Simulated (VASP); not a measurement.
# SnSe (Pnma) in VASP: settings compared, part 2 of 2

VASP 6.6.1. Earlier steps stand in the parts before.

### Step 4. Single point, LDA

This run uses another cell than the first one, of 25.17 Å³/atom.

INCAR

```
  PREC = Accurate
  ENCUT = 500
  EDIFF = 1E-6
  ISMEAR = -1
  SIGMA = 0.02
  LREAL = False
  LASPH = True
  NELM = 120
  ALGO = Normal
  ISIF = 2
  LWAVE = False
  LCHARG = False
  NBANDS = 50
  GGA_COMPAT = False
```

KPOINTS

```
Automatic mesh
0
Gamma
  4 6 6
```

POSCAR

```
SnSe
1.0
   11.3155677718      0.0000000000      0.0000000000
    0.0000000000      4.1152838495      0.0000000000
    0.0000000000      0.0000000000      4.3238629296
Sn Se
4 4
Direct
    0.1171547797      0.2500000000      0.0969324986
    0.3828452203      0.7500000000      0.5969324986
    0.6171547797      0.2500000000      0.4030675014
    0.8828452203      0.7500000000      0.9030675014
    0.3574956922      0.2500000000      0.0239867138
    0.1425043078      0.7500000000      0.5239867138
    0.8574956922      0.2500000000      0.4760132862
    0.6425043078      0.7500000000      0.9760132862
```

Potentials or basis: VASP PAW LDA potentials, release 64 (Sn_d, Se).

Started as:

```bash
cat potpaw_LDA.64/Sn_d/POTCAR potpaw_LDA.64/Se/POTCAR > POTCAR
mpirun -np 1 vasp_std > vasp.out
```

It took 12 min on 1 thread of Intel Xeon 8259CL, shared host; peak memory 0.44 GiB.

The run converged. Its results:

- Free energy: -38.0208 eV
- Pressure: 0.1 GPa
- Largest force: 0.033 eV/Å
- Band gap on the k mesh: 0.38 eV (least direct gap 0.54 eV)

Forces on the atoms (eV/Å):
```
Sn  -0.027  0.000 -0.019
Sn   0.027  0.000 -0.019
Sn  -0.027  0.000  0.019
Sn   0.027  0.000  0.019
Se   0.018  0.000  0.017
Se  -0.018  0.000  0.017
Se   0.018  0.000 -0.017
Se  -0.018  0.000 -0.017
```

Levels at points of the mesh, in eV from the valence-band top:
```csv
k point,band 36,band 37,band 38,band 39,band 40,band 41,band 42,band 43,band 44,band 45
"(0.00, 0.00, 0.00)",-2.04,-1.77,-1.37,-0.84,-0.68,0.40,2.85,2.95,2.97,3.24
"(0.50, 0.00, 0.00)",-2.37,-2.09,-2.09,-0.68,-0.68,2.46,2.46,2.62,2.62,3.75
"(0.00, 0.50, 0.00)",-1.82,-1.10,-1.10,-0.74,-0.74,0.78,0.78,1.34,1.34,1.51
"(0.50, 0.50, 0.00)",-2.25,-1.04,-1.04,-1.04,-1.04,1.33,1.33,1.33,1.33,1.95
"(0.00, 0.00, 0.50)",-1.53,-0.91,-0.91,-0.34,-0.34,1.10,1.10,1.29,1.29,1.59
"(0.50, 0.00, 0.50)",-1.88,-0.55,-0.55,-0.26,-0.26,0.99,0.99,1.35,1.35,1.54
"(0.00, 0.50, 0.50)",-3.49,-2.57,-2.57,-1.64,-1.64,2.51,2.51,2.98,2.98,4.55
"(0.50, 0.50, 0.50)",-4.15,-1.73,-1.73,-1.73,-1.73,2.27,2.27,2.27,2.27,4.91
```

Caveat: spin-orbit coupling is left out, which moves the levels of the heavy elements.

### Step 5. Single point, r2SCAN

This run uses another cell than the first one, of 27.15 Å³/atom.

POSCAR

```
SnSe
1.0
   11.5144350300      0.0000000000      0.0000000000
    0.0000000000      4.0682545800      0.0000000000
    0.0000000000      0.0000000000      4.6362843400
Sn Se
4 4
Direct
    0.1172765710      0.2500000000      0.1212957366
    0.3827234290      0.7500000000      0.6212957366
    0.6172765710      0.2500000000      0.3787042634
    0.8827234290      0.7500000000      0.8787042634
    0.3532386938      0.2500000000      0.0156134190
    0.1467613062      0.7500000000      0.5156134190
    0.8532386938      0.2500000000      0.4843865810
    0.6467613062      0.7500000000      0.9843865810
```

INCAR.step1

```
SYSTEM = SnSe
PREC     = Accurate       ! precision mode
ENCUT    = 520            ! plane-wave cutoff, eV
ISMEAR   = -1             ! smearing method
SIGMA    = 0.02           ! smearing width, eV
LREAL    = .False.        ! projectors in reciprocal space
LASPH    = .True.         ! aspherical terms in the spheres
NELM     = 80             ! most SCF steps
NBANDS   = 50             ! bands
GGA      = PE             ! functional
ALGO     = Normal         ! electronic algorithm
EDIFF    = 1E-4           ! SCF threshold, eV
LWAVE    = .True.         ! write WAVECAR
LCHARG   = .False.        ! write CHGCAR
```

INCAR.step2

```
SYSTEM = SnSe
PREC     = Accurate       ! precision mode
ENCUT    = 520            ! plane-wave cutoff, eV
EDIFF    = 1E-6           ! SCF threshold, eV
ISMEAR   = -1             ! smearing method
SIGMA    = 0.02           ! smearing width, eV
LREAL    = .False.        ! projectors in reciprocal space
LASPH    = .True.         ! aspherical terms in the spheres
NELM     = 80             ! most SCF steps
ALGO     = Normal         ! electronic algorithm
ISIF     = 2              ! what is computed and relaxed
LWAVE    = .False.        ! write WAVECAR
LCHARG   = .False.        ! write CHGCAR
METAGGA  = R2SCAN         ! meta-GGA
LMIXTAU  = .True.       
NBANDS   = 50             ! bands
ISTART   = 1
```

KPOINTS

```
Automatic mesh
0
Gamma
  4 8 6
  0 0 0
```

Potentials or basis: VASP PAW PBE potentials, release 64 (Sn_d, Se).

Started as:

```bash
cat potpaw_PBE.64/Sn_d/POTCAR potpaw_PBE.64/Se/POTCAR > POTCAR
cp INCAR.step1 INCAR
mpirun -np 1 vasp_std > vasp.out
cp INCAR.step2 INCAR
mpirun -np 1 vasp_std > vasp.out
```

OUTCAR:

```text
SYSTEM = SnSe
   PREC = Accurate
   ENCUT = 520
   EDIFF = 1E-6
   ISMEAR = -1
   LREAL = .False.
   LASPH = .True.
   NELM = 80
   ISIF = 2
   METAGGA = R2SCAN
   ISTART = 1

 ion  position               nearest neighbor table
   1  0.117  0.250  0.121-   6 2.76   6 2.76   5 2.76   4 3.56   4 3.56
   2  0.383  0.750  0.621-   5 2.76   5 2.76   6 2.76   3 3.56   3 3.56
   3  0.617  0.250  0.379-   8 2.76   8 2.76   7 2.76   2 3.56   2 3.56
   4  0.883  0.750  0.879-   7 2.76   7 2.76   8 2.76   1 3.56   1 3.56
   5  0.353  0.250  0.016-   2 2.76   2 2.76   1 2.76
   6  0.147  0.750  0.516-   1 2.76   1 2.76   2 2.76
   7  0.853  0.250  0.484-   4 2.76   4 2.76   3 2.76
   8  0.647  0.750  0.984-   3 2.76   3 2.76   4 2.76

  LATTYP: Found a simple orthorhombic cell.
 ALAT       =     4.0682545800
 B/A-ratio  =     1.1396249298
 C/A-ratio  =     2.8303132962

  Lattice vectors:

 A1 = (   0.0000000000,   4.0682545800,   0.0000000000)
 A2 = (   0.0000000000,   0.0000000000,   4.6362843400)
 A3 = (  11.5144350300,   0.0000000000,   0.0000000000)

Analysis of symmetry for initial positions (statically):
=====================================================================
 Subroutine PRICEL returns:
 Original cell was already a primitive cell.

 Routine SETGRP: Setting up the symmetry group for a
 simple orthorhombic supercell.

 Subroutine GETGRP returns: Found  8 space group operations
 (whereof  2 operations were pure point group operations)
 out of a pool of  8 trial point group operations.

The static configuration has the point symmetry S_2 .
 The point group associated with its full space group is D_2h.

Analysis of symmetry for dynamics (positions and initial velocities):
=====================================================================
 Subroutine PRICEL returns:
 Original cell was already a primitive cell.

 Routine SETGRP: Setting up the symmetry group for a
 simple orthorhombic supercell.

 Subroutine GETGRP returns: Found  8 space group operations
 (whereof  2 operations were pure point group operations)
 out of a pool of  8 trial point group operations.

The dynamic configuration has the point symmetry S_2 .
 The point group associated with its full space group is D_2h.

 Subroutine INISYM returns: Found  8 space group operations
 (whereof  2 operations are pure point group operations),
 and found     1 'primitive' translations

----------------------------------------------------------------------------------------

                                     Primitive cell

  volume of cell :     217.1805

  direct lattice vectors                    reciprocal lattice vectors
    11.514435030  0.000000000  0.000000000     0.086847509  0.000000000  0.000000000
     0.000000000  4.068254580  0.000000000     0.000000000  0.245805659  0.000000000
     0.000000000  0.000000000  4.636284340     0.000000000  0.000000000  0.215689963

  length of vectors
    11.514435030  4.068254580  4.636284340     0.086847509  0.245805659  0.215689963

  position of ions in fractional coordinates (direct lattice)
     0.117276571  0.250000000  0.121295737
     0.382723429  0.750000000  0.621295737
     0.617276571  0.250000000  0.378704263
[... 48 lines left out ...]
  0.000000  0.125000  0.000000      2.000000
  0.250000  0.125000  0.000000      4.000000
  0.500000  0.125000  0.000000      2.000000
[... 16 lines left out ...]
  0.250000  0.250000  0.166667      8.000000
  0.500000  0.250000  0.166667      4.000000
 [... further k-points ...]
   k-points           NKPTS =     60   k-points in BZ     NKDIM =     60   number of bands    NBANDS=     50
   number of dos      NEDOS =    301   number of ions     NIONS =      8
   total plane-waves  NPLWV =  97200
   dimension x,y,z NGX =    90 NGY =   30 NGZ =   36
   dimension x,y,z NGXF=   180 NGYF=   60 NGZF=   72
   ions per type =               4   4
   NGX,Y,Z   is equivalent  to a cutoff of  12.99, 12.26, 12.91 a.u.
   NGXF,Y,Z  is equivalent  to a cutoff of  25.99, 24.52, 25.82 a.u.
 SYSTEM =  SnSe
   PREC   = accura    normal or accurate (medium, high low for compatibility)
   ISTART =      1    job   : 0-new  1-cont  2-samecut
   ICHARG =      0    charge: 1-file 2-atom 10-const
   ISPIN  =      1    spin polarized calculation?
   LNONCOLLINEAR =      F non collinear calculations
   LSORBIT =      F    spin-orbit coupling
   LASPH  =      T    aspherical Exc in radial PAW
   ENCUT  =  520.0 eV  38.22 Ry    6.18 a.u.  21.41  7.56  8.62*2*pi/ulx,y,z
   NELM   =     80;   NELMIN=  2; NELMDL=  0     # of ELM steps
   EDIFF  = 0.1E-05   stopping-criterion for ELM
   LREAL  =      F    real-space projection
   EDIFFG = 0.1E-04   stopping-criterion for IOM
   NSW    =      0    number of steps for IOM
   IBRION =     -1    ionic relax: 0-MD 1-quasi-New 2-CG
   NFREE  =      0    steps in history (QN), initial steepest desc. (CG)
   ISIF   =      2    stress and relaxation
   ISYM   =      2    0-nonsym 1-usesym 2-fastsym
   POTIM  = 0.5000    time-step for ionic-motion
   TEBEG  =    0.0;   TEEND  =   0.0 temperature during run
   PSTRESS=    0.0 pullay stress
   NELECT =      80.0000    total number of electrons
   NUPDOWN=      -1.0000    fix difference up-down
   EMIN   =  10.00;   EMAX   =-10.00  energy-range for DOS
   EFERMI =   0.00;   METHOD = LEGACY
   ISMEAR =    -1;   SIGMA  =   0.02  broadening in eV -4-tet -1-fermi 0-gaus
   EFERMI_NEDOS =   21; number of points for ismear=-14 and -15
   IALGO  =     38    algorithm
   IMIX   =      4    mixing-type and parameters
     AMIX     =   0.40;   BMIX     =  1.00
     AMIX_MAG =   1.60;   BMIX_MAG =  1.00
  volume/ion in A,a.u.               =      27.15       183.20
  Fermi-wavevector in a.u.,A,eV,Ry     =   1.173540  2.217669 18.737890  1.377196
  Thomas-Fermi vector in A             =   2.309951
   LORBIT       =      0    0 simple, 1 ext, 2 COOP (PROOUT), +10 PAW based schemes
   METAGGA = R2SCAN    functional components
   LHFCALC =     F    Hartree Fock is set to
   AEXX    =    0.0000 exact exchange contribution
   IVDW    =     0    specifies the selected vdW correction
   LEPSILON=     F    determine dielectric tensor
   LRPA    =     F    only Hartree local field effects (RPA)
 non-spin polarized calculation
  energy-cutoff  :      520.00
  volume of cell :      217.18
 maximum number of plane-waves:      5925
 NGX is ok and might be reduce to    90
   NGX = 43   NGY = 15   NGZ = 17

 number of electron      80.0000018 magnetization

 Free energy of the ion-electron system (eV)
  ---------------------------------------------------
  ext. energy  EPLUGINS =         0.00000000
  ---------------------------------------------------
  free energy    TOTEN  =      -159.81483702 eV

  energy without entropy =     -159.81483702  energy(sigma->0) =     -159.81483702

 E-fermi :   5.5128     XC(G=0): -10.1595

 val. band max:        5.1119985664   @ k =   0.0000   0.0000   0.3333
 cond. band min:       6.0336491200   @ k =   0.0000   0.3750   0.0000
 fundamental gap:      0.9216505536
 Fermi energy:         5.5127822183

 k-point     1 :       0.0000    0.0000    0.0000
  band No.  band energies     occupation
      1     -16.8902      2.00000
      2     -16.8728      2.00000
      3     -16.8700      2.00000
      4     -16.8606      2.00000
      5     -16.8593      2.00000
      6     -16.8569      2.00000
[... 1261 lines left out ...]
     49       9.7033      0.00000
     50       9.7033      0.00000

 [... further k-points ...]

------------------------ aborting loop because EDIFF is reached ----------------------------------------

  FORCE on cell =-STRESS in cart. coord.  units (eV):
  Direction    XX          YY          ZZ          XY          YZ          ZX
  --------------------------------------------------------------------------------------
  -------------------------------------------------------------------------------------
  Total        1.4265649      2.1659823      1.4276872      0.0000000      0.0000000      0.0000000
  in kB       10.5240111     15.9788186     10.5322909      0.0000000      0.0000000      0.0000000
  external PRESSURE =      12.3450402 kB  Pullay stress =       0.0000000 kB

 VOLUME and BASIS-vectors are now :
 -----------------------------------------------------------------------------
  energy-cutoff  :      520.00
  volume of cell :      217.18
      direct lattice vectors                 reciprocal lattice vectors
    11.514435030  0.000000000  0.000000000     0.086847509  0.000000000  0.000000000
     0.000000000  4.068254580  0.000000000     0.000000000  0.245805659  0.000000000
     0.000000000  0.000000000  4.636284340     0.000000000  0.000000000  0.215689963

 POSITION                                       TOTAL-FORCE (eV/Angst)
 -----------------------------------------------------------------------------------
      1.35037      1.01706      0.56236        -0.014638      0.000000     -0.013839
      4.40684      3.05119      2.88050         0.014638     -0.000000     -0.013839
      7.10759      1.01706      1.75578        -0.014638      0.000000      0.013839
     10.16406      3.05119      4.07392         0.014638     -0.000000      0.013839
      4.06734      1.01706      0.07239         0.007152     -0.000000      0.012664
      1.68987      3.05119      2.39053        -0.007152     -0.000000      0.012664
      9.82456      1.01706      2.24575         0.007152      0.000000     -0.012664
      7.44709      3.05119      4.56390        -0.007152     -0.000000     -0.012664
 -----------------------------------------------------------------------------------
    total drift:                                0.000000      0.000000     -0.000000

  FREE ENERGIE OF THE ION-ELECTRON SYSTEM (eV)
  ---------------------------------------------------
  free  energy   TOTEN  =      -159.8148370172 eV

  energy  without entropy=     -159.8148370172  energy(sigma->0) =     -159.81483702
```

It took 43 min on 1 thread of Oxide Virtual Turin-like, shared host; peak memory 0.63 GiB.

What came out:

```
Free energy            : -159.8148 eV
Pressure               : 1.2 GPa
Largest force          : 0.020 eV/Å
Band gap on the k mesh : 0.92 eV (least direct gap 1.35 eV)
```

Forces in eV/Å, atoms in the order of the input:
```
Sn  -0.015  0.000 -0.014
Sn   0.015  0.000 -0.014
Sn  -0.015  0.000  0.014
Sn   0.015  0.000  0.014
Se   0.007  0.000  0.013
Se  -0.007  0.000  0.013
Se   0.007  0.000 -0.013
Se  -0.007  0.000 -0.013
```

Stress tensor (GPa, compression positive):
```
1.05 0.00 0.00
0.00 1.60 0.00
0.00 0.00 1.05
```

Levels at points of the mesh, in eV from the valence-band top:
| k point | band 37 | band 38 | band 39 | band 40 | band 41 | band 42 | band 43 | band 44 |
| --- | --- | --- | --- | --- | --- | --- | --- | --- |
| (0.00, 0.00, 0.00) | -1.60 | -1.00 | -0.90 | -0.33 | 1.04 | 2.99 | 3.05 | 3.21 |
| (0.50, 0.00, 0.00) | -1.84 | -1.84 | -0.56 | -0.56 | 2.72 | 2.72 | 2.84 | 2.84 |
| (0.00, 0.50, 0.00) | -1.19 | -1.19 | -1.06 | -1.06 | 1.32 | 1.32 | 1.49 | 1.49 |
| (0.50, 0.50, 0.00) | -1.31 | -1.31 | -1.31 | -1.31 | 1.66 | 1.66 | 1.66 | 1.66 |
| (0.00, 0.00, 0.50) | -0.88 | -0.88 | -0.06 | -0.06 | 1.62 | 1.62 | 2.14 | 2.14 |
| (0.50, 0.00, 0.50) | -0.60 | -0.60 | -0.07 | -0.07 | 1.61 | 1.61 | 2.18 | 2.18 |
| (0.00, 0.50, 0.50) | -2.31 | -2.31 | -1.38 | -1.38 | 2.88 | 2.88 | 3.17 | 3.17 |
| (0.50, 0.50, 0.50) | -1.54 | -1.54 | -1.54 | -1.54 | 2.72 | 2.72 | 2.72 | 2.72 |

Caveat: the PAW data sets were made with another functional, which shifts forces and pressure a little; spin-orbit coupling is left out, which moves the levels of the heavy elements. A k mesh can miss the band edges.

### Step 6. The runs side by side

| level | potentials or basis | cell | k mesh | cutoff (eV) | gap on the mesh (eV) | pressure (GPa) | largest force (eV/Å) |
| --- | --- | --- | --- | --- | --- | --- | --- |
| r2SCAN | VASP PAW PBE potentials, release 64 (Sn_d, Se) | a = 11.749, b = 4.151, c = 4.731 Å, 8 atoms, atomic positions A | 4 × 8 × 6 | 550 | 1.13 | -0.5 | 0.02 |
| PBEsol | VASP PAW PBE potentials, release 64 (Sn_d, Se) | a = 11.430, b = 4.151, c = 4.368 Å, 8 atoms, atomic positions B | 4 × 6 × 6 | 500 | 0.39 | 0.1 | 0.02 |
| LDA | VASP PAW LDA potentials, release 64 (Sn_d, Se) | a = 11.316, b = 4.115, c = 4.324 Å, 8 atoms, atomic positions B | 4 × 6 × 6 | 500 | 0.38 | 0.1 | 0.03 |
| r2SCAN | VASP PAW PBE potentials, release 64 (Sn_d, Se) | a = 11.514, b = 4.068, c = 4.636 Å, 8 atoms, atomic positions C | 4 × 8 × 6 | 520 | 0.92 | 1.2 | 0.02 |

Alike in all rows: task single point; no spin polarisation; smearing fermi-dirac 0.02 eV.

Caveats: spin-orbit coupling is left out, which moves the levels of the heavy elements; the PAW data sets were made with another functional, which shifts forces and pressure a little (at least some runs).

Absolute energies hang on the potentials; compare differences alone.

### Step 7. How close it comes

Step 2. Measured gap of SnSe: 0.99 eV (indirect; 20 K; “Linear dichroism of the optical properties of SnS and SnSe van der Waals crystals”, 2024, arxiv:2409.17412). This calculation gives 1.13 eV (+0.14 eV). 2 values of this kind are on record (0.89 to 0.99 eV); this one was drawn at random. Spin-orbit coupling on Se, Sn is left out. The value is that of r2SCAN on a finite k mesh, which can miss the band edges, without temperature or zero-point motion.

Step 3. Measured gap of SnSe: 0.99 eV (indirect; 20 K; “Linear dichroism of the optical properties of SnS and SnSe van der Waals crystals”, 2024, arxiv:2409.17412). This calculation gives 0.39 eV (-0.60 eV). 2 values of this kind are on record (0.89 to 0.99 eV); this one was drawn at random. Spin-orbit coupling on Se, Sn is left out. The value is that of PBEsol on a finite k mesh, which can miss the band edges, without temperature or zero-point motion. Semilocal functionals fall short of measured gaps as a rule.

Step 4. Measured gap of SnSe: 0.89 eV (indirect; 300 K; “Linear dichroism of the optical properties of SnS and SnSe van der Waals crystals”, 2024, arxiv:2409.17412). This calculation gives 0.38 eV (-0.51 eV). 2 values of this kind are on record (0.89 to 0.99 eV); this one was drawn at random. Spin-orbit coupling on Se, Sn is left out. The value is that of LDA on a finite k mesh, which can miss the band edges, without temperature or zero-point motion. Semilocal functionals fall short of measured gaps as a rule.
